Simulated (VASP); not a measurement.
# NaH (P6_3/mmc) in VASP: further runs

NaH is run at these levels: PBE; tasks: relaxation of cell and atoms.

Everything below comes from runs of VASP 6.6.1. Logs are shortened: lines on timing, memory, paths and dates and some standing lists are left out, and cuts for length are marked.

### 1 The cell of the first run

It takes space group P6_3/mmc (No. 194, hexagonal). Conventional cell: a = 3.415 Å, b = 3.415 Å, c = 5.577 Å, α = 90.00°, β = 90.00°, γ = 120.00°. Na (site symmetry -3m) has 6 H at 2.41 Å and 2 Na at 2.79 Å within 3.2 Å. Within 3.2 Å of H (site symmetry -6m2) lie 6 Na at 2.41 Å.

### 2 Relaxation of cell and atoms, PBE

INCAR

```
SYSTEM = NaH
  PREC = Accurate
  ENCUT = 600
  EDIFF = 1E-6
  ISMEAR = 0
  SIGMA = 0.02
  LREAL = .False.
  LASPH = .True.
  NELM = 100
  ALGO = Normal
  ISIF = 3
  LWAVE = .False.
  LCHARG = .False.
  GGA = PE
  IBRION = 2
  NSW = 65
  EDIFFG = -0.01
```

KPOINTS

```
regular mesh
0
Gamma
  9 9 6
  0 0 0
```

POSCAR

```
NaH
1.0
    3.4151727150      0.0000000000      0.0000000000
   -1.7075863575      2.9576263295      0.0000000000
    0.0000000000      0.0000000000      5.5769664464
Na H
2 2
Direct
    0.0000000000      0.0000000000      0.0000000000
    0.0000000000      0.0000000000      0.5000000000
    0.3333333333      0.6666666667      0.2500000000
    0.6666666667      0.3333333333      0.7500000000
```

Potentials or basis: VASP PAW PBE potentials, release 64 (Na_pv, H).

Run with:

```
$ cat potpaw_PBE.64/Na_pv/POTCAR potpaw_PBE.64/H/POTCAR > POTCAR
$ mpirun -np 1 vasp_std > vasp.out
```

OUTCAR:

```text
SYSTEM = NaH
   PREC = Accurate
   ENCUT = 600
   EDIFF = 1E-6
   ISMEAR = 0
   LREAL = .False.
   LASPH = .True.
   NELM = 100
   ISIF = 3
   GGA = PE
   IBRION = 2
   NSW = 65
   EDIFFG = -0.01

 ion  position               nearest neighbor table
   1  0.000  0.000  0.000-   2 2.79   2 2.79
   2  0.000  0.000  0.500-   1 2.79   1 2.79
   3  0.333  0.667  0.250-
   4  0.667  0.333  0.750-

  LATTYP: Found a hexagonal cell.
 ALAT       =     3.4151727150
 C/A-ratio  =     1.6329968970

  Lattice vectors:

 A1 = (   3.4151727150,   0.0000000000,   0.0000000000)
 A2 = (  -1.7075863575,   2.9576263295,   0.0000000000)
 A3 = (   0.0000000000,   0.0000000000,   5.5769664464)

Analysis of symmetry for initial positions (statically):
=====================================================================
 Subroutine PRICEL returns:
 Original cell was already a primitive cell.

 Routine SETGRP: Setting up the symmetry group for a
 hexagonal supercell.

 Subroutine GETGRP returns: Found 24 space group operations
 (whereof 12 operations were pure point group operations)
 out of a pool of 24 trial point group operations.

The static configuration has the point symmetry D_3d.
 The point group associated with its full space group is D_6h.

Analysis of symmetry for dynamics (positions and initial velocities):
=====================================================================
 Subroutine PRICEL returns:
 Original cell was already a primitive cell.

 Routine SETGRP: Setting up the symmetry group for a
 hexagonal supercell.

 Subroutine GETGRP returns: Found 24 space group operations
 (whereof 12 operations were pure point group operations)
 out of a pool of 24 trial point group operations.

The dynamic configuration has the point symmetry D_3d.
 The point group associated with its full space group is D_6h.

 Subroutine INISYM returns: Found 24 space group operations
 (whereof 12 operations are pure point group operations),
 and found     1 'primitive' translations

----------------------------------------------------------------------------------------

                                     Primitive cell

  volume of cell :      56.3318

  direct lattice vectors                    reciprocal lattice vectors
     3.415172715  0.000000000  0.000000000     0.292810960  0.169054486  0.000000000
    -1.707586358  2.957626330  0.000000000     0.000000000  0.338108973  0.000000000
     0.000000000  0.000000000  5.576966446     0.000000000  0.000000000  0.179308950

  length of vectors
     3.415172715  3.415172715  5.576966446     0.338108973  0.338108973  0.179308950

  position of ions in fractional coordinates (direct lattice)
     0.000000000  0.000000000  0.000000000
     0.000000000  0.000000000  0.500000000
     0.333333333  0.666666667  0.250000000
     0.666666667  0.333333333  0.750000000

  ion indices of the primitive-cell ions
   primitive index   ion index
                 1           1
                 2           2
                 3           3
                 4           4

----------------------------------------------------------------------------------------

 KPOINTS: regular mesh

Automatic generation of k-mesh.
 Grid dimensions read from file:
 generate k-points for:    9    9    6

 Generating k-lattice:

  Cartesian coordinates                     Fractional coordinates (reciprocal lattice)
     0.032534551  0.018783832  0.000000000     0.111111111  0.000000000  0.000000000
     0.000000000  0.037567664  0.000000000     0.000000000  0.111111111  0.000000000
     0.000000000  0.000000000  0.029884825     0.000000000  0.000000000  0.166666667

  Length of vectors
     0.037567664  0.037567664  0.029884825

  Shift w.r.t. Gamma in fractional coordinates (k-lattice)
     0.000000000  0.000000000  0.000000000

 Subroutine IBZKPT returns following result:
 ===========================================

 Found     48 irreducible k-points:

 Following reciprocal coordinates:
            Coordinates               Weight
  0.000000  0.000000  0.000000      1.000000
  0.111111  0.000000  0.000000      6.000000
  0.222222  0.000000  0.000000      6.000000
  0.333333  0.000000  0.000000      6.000000
  0.444444  0.000000  0.000000      6.000000
  0.111111  0.111111  0.000000      6.000000
[... 16 lines left out ...]
  0.333333  0.222222  0.166667     24.000000
  0.333333  0.333333  0.166667      4.000000
 [... further k-points ...]
   k-points           NKPTS =     48   k-points in BZ     NKDIM =     48   number of bands    NBANDS=     12
   number of dos      NEDOS =    301   number of ions     NIONS =      4
   total plane-waves  NPLWV =  37632
   dimension x,y,z NGX =    28 NGY =   28 NGZ =   48
   dimension x,y,z NGXF=    56 NGYF=   56 NGZF=   96
   ions per type =               2   2
   NGX,Y,Z   is equivalent  to a cutoff of  13.63, 13.63, 14.31 a.u.
   NGXF,Y,Z  is equivalent  to a cutoff of  27.26, 27.26, 28.62 a.u.
 SYSTEM =  NaH
   PREC   = accura    normal or accurate (medium, high low for compatibility)
   ISTART =      0    job   : 0-new  1-cont  2-samecut
   ICHARG =      2    charge: 1-file 2-atom 10-const
   ISPIN  =      1    spin polarized calculation?
   LNONCOLLINEAR =      F non collinear calculations
   LSORBIT =      F    spin-orbit coupling
   LASPH  =      T    aspherical Exc in radial PAW
   ENCUT  =  600.0 eV  44.10 Ry    6.64 a.u.   6.82  6.82 11.14*2*pi/ulx,y,z
   NELM   =    100;   NELMIN=  2; NELMDL= -5     # of ELM steps
   EDIFF  = 0.1E-05   stopping-criterion for ELM
   LREAL  =      F    real-space projection
   EDIFFG = -.1E-01   stopping-criterion for IOM
   NSW    =     65    number of steps for IOM
   IBRION =      2    ionic relax: 0-MD 1-quasi-New 2-CG
   NFREE  =      1    steps in history (QN), initial steepest desc. (CG)
   ISIF   =      3    stress and relaxation
   ISYM   =      2    0-nonsym 1-usesym 2-fastsym
   POTIM  = 0.5000    time-step for ionic-motion
   TEBEG  =    0.0;   TEEND  =   0.0 temperature during run
   PSTRESS=    0.0 pullay stress
   NELECT =      16.0000    total number of electrons
   NUPDOWN=      -1.0000    fix difference up-down
   EMIN   =  10.00;   EMAX   =-10.00  energy-range for DOS
   EFERMI =   0.00;   METHOD = LEGACY
   ISMEAR =     0;   SIGMA  =   0.02  broadening in eV -4-tet -1-fermi 0-gaus
   EFERMI_NEDOS =   21; number of points for ismear=-14 and -15
   IALGO  =     38    algorithm
   IMIX   =      4    mixing-type and parameters
     AMIX     =   0.40;   BMIX     =  1.00
     AMIX_MAG =   1.60;   BMIX_MAG =  1.00
  volume/ion in A,a.u.               =      14.08        95.04
  Fermi-wavevector in a.u.,A,eV,Ry     =   1.076127  2.033585 15.756215  1.158049
  Thomas-Fermi vector in A             =   2.212003
   LORBIT       =      0    0 simple, 1 ext, 2 COOP (PROOUT), +10 PAW based schemes
   GGA     = PE    functional components
   LHFCALC =     F    Hartree Fock is set to
   AEXX    =    0.0000 exact exchange contribution
   IVDW    =     0    specifies the selected vdW correction
   LEPSILON=     F    determine dielectric tensor
   LRPA    =     F    only Hartree local field effects (RPA)
 conjugate gradient relaxation of ions
 non-spin polarized calculation
 Gauss-broadening in eV      SIGMA  =   0.02
  energy-cutoff  :      600.00
  volume of cell :       56.33
 maximum number of plane-waves:      1905
 NGX is ok and might be reduce to    28
   NGX = 13   NGY = 13   NGZ = 23

--------------------------------------- Ionic step        1  -------------------------------------------

 number of electron      15.9999993 magnetization

 Free energy of the ion-electron system (eV)
  ---------------------------------------------------
  ext. energy  EPLUGINS =         0.00000000
  ---------------------------------------------------
  free energy    TOTEN  =        -9.94812193 eV

  energy without entropy =       -9.94812193  energy(sigma->0) =       -9.94812193

------------------------ aborting loop because EDIFF is reached ----------------------------------------

  FORCE on cell =-STRESS in cart. coord.  units (eV):
  Direction    XX          YY          ZZ          XY          YZ          ZX
  --------------------------------------------------------------------------------------
  -------------------------------------------------------------------------------------
  Total       -0.4989922     -0.4989922      1.4758313      0.0000000     -0.0000000      0.0000000
  in kB      -14.1922205    -14.1922205     41.9752497      0.0000000     -0.0000000      0.0000000
  external PRESSURE =       4.5302696 kB  Pullay stress =       0.0000000 kB
[... 99 lines left out ...]
  energy  without entropy=       -9.9954863420  energy(sigma->0) =       -9.99548634

--------------------------------------- Ionic step        4  -------------------------------------------

 number of electron      16.0000000 magnetization

 Free energy of the ion-electron system (eV)
  ---------------------------------------------------
  ext. energy  EPLUGINS =         0.00000000
  ---------------------------------------------------
  free energy    TOTEN  =        -9.99879614 eV

  energy without entropy =       -9.99879614  energy(sigma->0) =       -9.99879614

 E-fermi :  -0.9933     XC(G=0):  -7.7154

 val. band max:       -1.1679592662   @ k =   0.3333   0.2222   0.0000
 cond. band min:       2.1985580219   @ k =   0.0000   0.0000   0.0000
 fundamental gap:      3.3665172881
 Fermi energy:        -0.9932659146

 k-point     1 :       0.0000    0.0000    0.0000
  band No.  band energies     occupation
      1     -23.5757      2.00000
      2     -23.4314      2.00000
      3     -23.4314      2.00000
      4     -23.4139      2.00000
      5     -23.4139      2.00000
      6     -23.3957      2.00000
      7      -4.7159      2.00000
      8      -2.2932      2.00000
      9       2.1986      0.00000
     10       9.0284      0.00000
     11      10.1033      0.00000
     12      12.5490      0.00000
[... 331 lines left out ...]
 k-point    24 :       0.3333    0.3333    0.1667
  band No.  band energies     occupation
      1     -23.5421      2.00000
      2     -23.4897      2.00000
      3     -23.4897      2.00000
      4     -23.4682      2.00000
      5     -23.4682      2.00000
      6     -23.3978      2.00000
      7      -1.3042      2.00000
      8      -1.3042      2.00000
      9       4.4418      0.00000
     10       4.6099      0.00000
     11       4.6099      0.00000
     12       6.7652      0.00000

 [... further k-points ...]
[... 5 lines left out ...]
  --------------------------------------------------------------------------------------
  -------------------------------------------------------------------------------------
  Total       -0.0182788     -0.0182788     -0.0027626      0.0000000     -0.0000000      0.0000000
  in kB       -0.5114490     -0.5114490     -0.0772976      0.0000000     -0.0000000      0.0000000
  external PRESSURE =      -0.3667318 kB  Pullay stress =       0.0000000 kB
[... 19 lines left out ...]
  FREE ENERGIE OF THE ION-ELECTRON SYSTEM (eV)
  ---------------------------------------------------
  free  energy   TOTEN  =        -9.9987961420 eV

  energy  without entropy=       -9.9987961420  energy(sigma->0) =       -9.99879614

 reached required accuracy - stopping structural energy minimisation
```

It took 2.5 min on 1 thread of AMD EPYC 7R43 (Zen 3), shared host; peak memory 0.16 GiB.

Results:

- Free energy: -9.9988 eV
- Relaxed volume: 14.32 Å³/atom
- Relaxed cell: a = 3.350 Å, b = 3.350 Å, c = 5.891 Å, α = 90.00°, β = 90.00°, γ = 120.00°
- Space group after relaxing (to 0.05 Å): P6_3/mmc (No. 194)
- Energy gained by relaxing: 12.7 meV/atom
- Ionic steps: 4
- Pressure after relaxing: 0.0 GPa
- Band gap on the k mesh: 3.37 eV, indirect (least direct gap 4.49 eV)

Step by step:
```csv
step,energy change (eV),largest force (eV/Å),pressure (GPa),volume (Å³)
1,0.0000,0.0000,0.45,56.33
2,-0.0271,0.0000,0.24,56.65
3,-0.0474,0.0000,-0.22,57.47
4,-0.0507,0.0000,-0.04,57.26
```

Final structure:
```cif
data_structure
_symmetry_space_group_name_H-M 'P 1'
_symmetry_Int_Tables_number 1
_cell_length_a 3.3501
_cell_length_b 3.3501
_cell_length_c 5.8913
_cell_angle_alpha 90.000
_cell_angle_beta 90.000
_cell_angle_gamma 120.000
_cell_volume 57.26
loop_
_atom_site_label
_atom_site_type_symbol
_atom_site_fract_x
_atom_site_fract_y
_atom_site_fract_z
_atom_site_occupancy
Na1 Na 0.00000 0.00000 0.00000 1
Na2 Na 0.00000 0.00000 0.50000 1
H1 H 0.33333 0.66667 0.25000 1
H2 H 0.66667 0.33333 0.75000 1
```

Levels at points of the mesh, in eV from the valence-band top:
```csv
k point,band 6,band 7,band 8,band 9,band 10,band 11
"(0.00, 0.00, 0.00)",-22.23,-3.55,-1.13,3.37,10.20,11.27
"(0.00, 0.00, 0.50)",-22.25,-2.63,-2.63,6.52,6.52,11.84
```

A k mesh can miss the band edges.

(Continued in part 2 of 2.)
